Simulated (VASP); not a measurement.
# Ti4Ru (Fmmm) in VASP: a series of runs

Ti4Ru is run at these levels: PBEsol; tasks: single point.

Everything below comes from runs of VASP 6.6.1. Logs are shortened: lines on timing, memory, paths and dates and some standing lists are left out, and cuts for length are marked.

### Step 1. The cell of the first run

The structure is orthorhombic, space group Fmmm (No. 69). The conventional cell has a = 2.891 Å, b = 4.424 Å, c = 20.917 Å, α = 90.00°, β = 90.00°, γ = 90.00°. Ru (site symmetry mmm) has 8 Ti at 2.45 to 2.96 Å and 6 Ru at 2.64 to 2.89 Å within 3.2 Å. Within 3.2 Å of Ti (site symmetry mm2) lie 4 Ru at 2.45 to 2.96 Å and 10 Ti at 2.60 to 3.09 Å. Ti (site symmetry mm2) has 14 Ti at 2.60 to 3.11 Å within 3.4 Å.

### Step 2. Single point, PBEsol

Input file INCAR:

```
PREC     = Accurate       # precision mode
ENCUT    = 520            # plane-wave cutoff, eV
EDIFF    = 1E-6           # SCF threshold, eV
ISMEAR   = -1             # smearing method
SIGMA    = 0.05           # smearing width, eV
LREAL    = F              # projectors in reciprocal space
LASPH    = T              # aspherical terms in the spheres
NELM     = 100            # most SCF steps
ALGO     = Fast           # electronic algorithm
ISIF     = 2              # what is computed and relaxed
LWAVE    = F              # write WAVECAR
LCHARG   = F              # write CHGCAR
GGA      = PS             # functional
NBANDS   = 39             # bands
```

Input file KPOINTS:

```
regular mesh
0
Gamma
  10 10 10
```

Input file POSCAR:

```
Ti4Ru
1.0
    0.0000000000      2.2122234577     10.4582582849
    1.4454064920      0.0000000000     10.4582582849
    1.4454064920      2.2122234577      0.0000000000
Ru Ti
1 4
Direct
    0.0000000000      0.0000000000      0.0000000000
    0.5943614547      0.5943614547      0.4056385453
    0.1978201026      0.1978201026      0.8021798974
    0.8021798974      0.8021798974      0.1978201026
    0.4056385453      0.4056385453      0.5943614547
```

Potentials or basis: VASP PAW PBE potentials, release 64 (Ru_pv, Ti_sv).

The run is started by

```bash
$ cat potpaw_PBE.64/Ru_pv/POTCAR potpaw_PBE.64/Ti_sv/POTCAR > POTCAR
$ mpirun -np 1 vasp_std > vasp.out
```

OUTCAR:

```text
PREC = Accurate
   ENCUT = 520
   EDIFF = 1E-6
   ISMEAR = -1
   LREAL = F
   LASPH = T
   NELM = 100
   ISIF = 2
   GGA = PS

 ion  position               nearest neighbor table
   1  0.000  0.000  0.000-   2 2.45   2 2.45   5 2.45   5 2.45   5 2.96   2 2.96   2 2.96   5 2.96

   2  0.594  0.594  0.406-   1 2.45   1 2.45   3 2.60   3 2.60   1 2.96   1 2.96
   3  0.198  0.198  0.802-   2 2.60   2 2.60   4 2.62   4 2.62
   4  0.802  0.802  0.198-   5 2.60   5 2.60   3 2.62   3 2.62
   5  0.406  0.406  0.594-   1 2.45   1 2.45   4 2.60   4 2.60   1 2.96   1 2.96

  LATTYP: Found a face centered orthorhombic cell.
 ALAT       =     2.8908129840
 B/A-ratio  =     1.5305199402
 C/A-ratio  =     7.2355135685

  Lattice vectors:

 A1 = (   0.0000000000,   2.2122234577,  10.4582582849)
 A2 = (   1.4454064920,   0.0000000000,  10.4582582849)
 A3 = (   1.4454064920,   2.2122234577,   0.0000000000)

Analysis of symmetry for initial positions (statically):
=====================================================================
 Subroutine PRICEL returns:
 Original cell was already a primitive cell.

 Routine SETGRP: Setting up the symmetry group for a
 face centered orthorhombic supercell.

 Subroutine GETGRP returns: Found  8 space group operations
 (whereof  8 operations were pure point group operations)
 out of a pool of  8 trial point group operations.

The static configuration has the point symmetry D_2h.

Analysis of symmetry for dynamics (positions and initial velocities):
=====================================================================
 Subroutine PRICEL returns:
 Original cell was already a primitive cell.

 Routine SETGRP: Setting up the symmetry group for a
 face centered orthorhombic supercell.

 Subroutine GETGRP returns: Found  8 space group operations
 (whereof  8 operations were pure point group operations)
 out of a pool of  8 trial point group operations.

The dynamic configuration has the point symmetry D_2h.

 Subroutine INISYM returns: Found  8 space group operations
 (whereof  8 operations are pure point group operations),
 and found     1 'primitive' translations

----------------------------------------------------------------------------------------

[... 90 lines left out ...]
   ISTART =      0    job   : 0-new  1-cont  2-samecut
   ICHARG =      2    charge: 1-file 2-atom 10-const
   ISPIN  =      1    spin polarized calculation?
   LNONCOLLINEAR =      F non collinear calculations
   LSORBIT =      F    spin-orbit coupling
   LASPH  =      T    aspherical Exc in radial PAW
   ENCUT  =  520.0 eV  38.22 Ry    6.18 a.u.  19.88 19.63  4.91*2*pi/ulx,y,z
   NELM   =    100;   NELMIN=  2; NELMDL= -5     # of ELM steps
   EDIFF  = 0.1E-05   stopping-criterion for ELM
   LREAL  =      F    real-space projection
   EDIFFG = 0.1E-04   stopping-criterion for IOM
   NSW    =      0    number of steps for IOM
   IBRION =     -1    ionic relax: 0-MD 1-quasi-New 2-CG
   NFREE  =      0    steps in history (QN), initial steepest desc. (CG)
   ISIF   =      2    stress and relaxation
   ISYM   =      2    0-nonsym 1-usesym 2-fastsym
   POTIM  = 0.5000    time-step for ionic-motion
   TEBEG  =    0.0;   TEEND  =   0.0 temperature during run
   PSTRESS=    0.0 pullay stress
   NELECT =      62.0000    total number of electrons
   NUPDOWN=      -1.0000    fix difference up-down
   EMIN   =  10.00;   EMAX   =-10.00  energy-range for DOS
   EFERMI =   0.00;   METHOD = LEGACY
   ISMEAR =    -1;   SIGMA  =   0.05  broadening in eV -4-tet -1-fermi 0-gaus
   EFERMI_NEDOS =   21; number of points for ismear=-14 and -15
   IALGO  =     68    algorithm
   IMIX   =      4    mixing-type and parameters
     AMIX     =   0.40;   BMIX     =  1.00
     AMIX_MAG =   1.60;   BMIX_MAG =  1.00
  volume/ion in A,a.u.               =      13.38        90.27
  Fermi-wavevector in a.u.,A,eV,Ry     =   1.596256  3.016487 34.668107  2.548034
  Thomas-Fermi vector in A             =   2.694047
   LORBIT       =      0    0 simple, 1 ext, 2 COOP (PROOUT), +10 PAW based schemes
   GGA     = PS    functional components
   LHFCALC =     F    Hartree Fock is set to
   AEXX    =    0.0000 exact exchange contribution
   IVDW    =     0    specifies the selected vdW correction
   LEPSILON=     F    determine dielectric tensor
   LRPA    =     F    only Hartree local field effects (RPA)
 non-spin polarized calculation
 RMM-DIIS sequential band-by-band and
  energy-cutoff  :      520.00
  volume of cell :       66.88
 maximum number of plane-waves:      1838
   NGX = 39   NGY = 39   NGZ =  9

 number of electron      62.0000003 magnetization

 Free energy of the ion-electron system (eV)
  ---------------------------------------------------
  ext. energy  EPLUGINS =         0.00000000
  ---------------------------------------------------
  free energy    TOTEN  =       -43.20822393 eV

  energy without entropy =      -43.15155312  energy(sigma->0) =      -43.17988853

 E-fermi :  11.4477     XC(G=0): -13.2188

 val. band max:       11.4465629075   @ k =  -0.2000   0.2000   0.1000
 cond. band min:      11.4543910027   @ k =  -0.4000   0.0000   0.1000
 fundamental gap:      0.0078280952
 Fermi energy:        11.4476725275

 k-point     1 :       0.0000    0.0000    0.0000
  band No.  band energies     occupation
      1     -44.6468      2.00000
      2     -44.6448      2.00000
      3     -44.3584      2.00000
      4     -44.2109      2.00000
      5     -31.5519      2.00000
      6     -31.2027      2.00000
[... 997 lines left out ...]
     38      13.2613      0.00000
     39      13.8241      0.00000

 [... further k-points ...]
[... 5 lines left out ...]
  --------------------------------------------------------------------------------------
  -------------------------------------------------------------------------------------
  Total       12.3101170     12.2779746     12.3741324      0.0000000      0.0000000      0.0000000
  in kB      294.8929633    294.1229805    296.4264748      0.0000000      0.0000000      0.0000000
  external PRESSURE =     295.1474729 kB  Pullay stress =       0.0000000 kB

 VOLUME and BASIS-vectors are now :
 -----------------------------------------------------------------------------
  energy-cutoff  :      520.00
  volume of cell :       66.88
      direct lattice vectors                 reciprocal lattice vectors
     0.000000000  2.212223458 10.458258285    -0.345923450  0.226016951  0.047809108
     1.445406492  0.000000000 10.458258285     0.345923450 -0.226016951  0.047809108
     1.445406492  2.212223458  0.000000000     0.345923450  0.226016951 -0.047809108

 POSITION                                       TOTAL-FORCE (eV/Angst)
 -----------------------------------------------------------------------------------
      0.00000      0.00000      0.00000         0.000000      0.000000     -0.000000
      1.44541      2.21222     12.43197         0.000000      0.000000      0.040006
      1.44541      2.21222      4.13771         0.000000      0.000000     -0.004260
      1.44541      2.21222     16.77881         0.000000      0.000000      0.004260
      1.44541      2.21222      8.48455         0.000000      0.000000     -0.040006
 -----------------------------------------------------------------------------------
    total drift:                                0.000000      0.000000     -0.000000

  FREE ENERGIE OF THE ION-ELECTRON SYSTEM (eV)
  ---------------------------------------------------
  free  energy   TOTEN  =       -43.2082239345 eV

  energy  without entropy=      -43.1515531222  energy(sigma->0) =      -43.17988853
```

stdout:

```text
POSCAR found type information on POSCAR RuTi
 POSCAR found :  2 types and       5 ions
 scaLAPACK will be used
 -----------------------------------------------------------------------------
|                                                                             |
|                                                                             |
[... 27 lines left out ...]
WARNING in EDDRMM: call to ZHEGV failed, returncode =   8  4     37
WARNING in EDDRMM: call to ZHEGV failed, returncode =   6  3     23
WARNING in EDDRMM: call to ZHEGV failed, returncode =   6  3      8
WARNING in EDDRMM: call to ZHEGV failed, returncode =   8  4     34
WARNING in EDDRMM: call to ZHEGV failed, returncode =   6  3     22
WARNING in EDDRMM: call to ZHEGV failed, returncode =   8  4     35
WARNING in EDDRMM: call to ZHEGV failed, returncode =   6  3     19
WARNING in EDDRMM: call to ZHEGV failed, returncode =   6  3     37
```

Run time: 56 min. Hardware: 1 thread of Intel Xeon Platinum 8259CL at 2.50GHz (Skylake/Cascade Lake), shared host; peak memory 0.63 GiB.

What came out:

* Free energy: -43.2082 eV
* Pressure: 29.5 GPa
* Largest force: 0.040 eV/Å
* Band gap on the k mesh: zero (bands 31 and 32 overlap by 1.22 eV)

Forces in eV/Å, atoms in the order of the input:
```
Ru   0.000  0.000  0.000
Ti   0.000  0.000  0.040
Ti   0.000  0.000 -0.004
Ti   0.000  0.000  0.004
Ti   0.000  0.000 -0.040
```

Caveat: the cell stands under pressure; the PAW data sets were made with another functional, which shifts forces and pressure a little.

### Step 3. Single point, PBEsol

This run uses another cell than the first one, of 14.00 Å³/atom.

Input file INCAR:

```
SYSTEM = Ti4Ru
PREC = Accurate ; ENCUT = 520
EDIFF = 1E-6 ; ISMEAR = -1
SIGMA = 0.05 ; LREAL = .FALSE.
LASPH = .TRUE. ; NELM = 100
ALGO = Fast ; ISIF = 2
LWAVE = .FALSE. ; LCHARG = .FALSE.
GGA = PS ; NBANDS = 39
```

Input file KPOINTS:

```
Automatic mesh
0
G
  10 10 10
  0 0 0
```

Input file POSCAR:

```
Ti4Ru
1.0
    0.0000000000      2.2490369484     10.6117564003
    1.4661146356      0.0000000000     10.6117564003
    1.4661146356      2.2490369484      0.0000000000
Ru Ti
1 4
Direct
    0.0000000000      0.0000000000      0.0000000000
    0.5932400271      0.5932400271      0.4067599729
    0.1974907827      0.1974907827      0.8025092173
    0.8025092173      0.8025092173      0.1974907827
    0.4067599729      0.4067599729      0.5932400271
```

Potentials or basis: VASP PAW PBE potentials, release 64 (Ru_pv, Ti_sv).

The run is started by

```bash
$ cat potpaw_PBE.64/Ru_pv/POTCAR potpaw_PBE.64/Ti_sv/POTCAR > POTCAR
$ mpirun -np 1 vasp_std > vasp.out
```

Wall time 53 min (1 thread of Intel Xeon Platinum 8259CL at 2.50GHz (Skylake/Cascade Lake), shared host); peak memory 0.64 GiB.

Results (log left out):

* Free energy: -43.6812 eV
* Pressure: 19.6 GPa
* Largest force: 0.032 eV/Å
* Band gap on the k mesh: zero (bands 31 and 32 overlap by 1.22 eV)

Forces in eV/Å, atoms in the order of the input:
```
Ru   0.000  0.000  0.000
Ti   0.000  0.000  0.032
Ti   0.000  0.000 -0.003
Ti   0.000  0.000  0.003
Ti   0.000  0.000 -0.032
```

Stress tensor (GPa, compression positive):
```
19.59  0.00  0.00
 0.00 19.52  0.00
 0.00  0.00 19.74
```

Levels at points of the mesh, in eV from the Fermi level:
```
           k point  band 27  band 28  band 29  band 30  band 31  band 32  band 33  band 34  band 35  band 36
(0.00, 0.00, 0.00)    -1.70    -0.25    -0.12    -0.01     0.41     0.42     0.65     0.70     1.12     1.30
(0.50, 0.00, 0.00)    -1.04    -0.89    -0.79    -0.37    -0.02     0.38     0.91     1.10     1.29     1.98
(0.50, 0.50, 0.00)    -1.69    -0.55    -0.12     0.11     0.18     0.39     0.63     0.88     0.99     1.24
(0.50, 0.00, 0.50)    -2.15    -1.33    -1.29     0.58     0.67     0.90     1.05     1.66     1.83     2.71
(0.00, 0.50, 0.50)    -2.25    -2.20    -0.01     0.14     0.15     0.90     1.66     2.10     2.29     2.35
```

Caveat: the cell stands under pressure; the PAW data sets were made with another functional, which shifts forces and pressure a little.
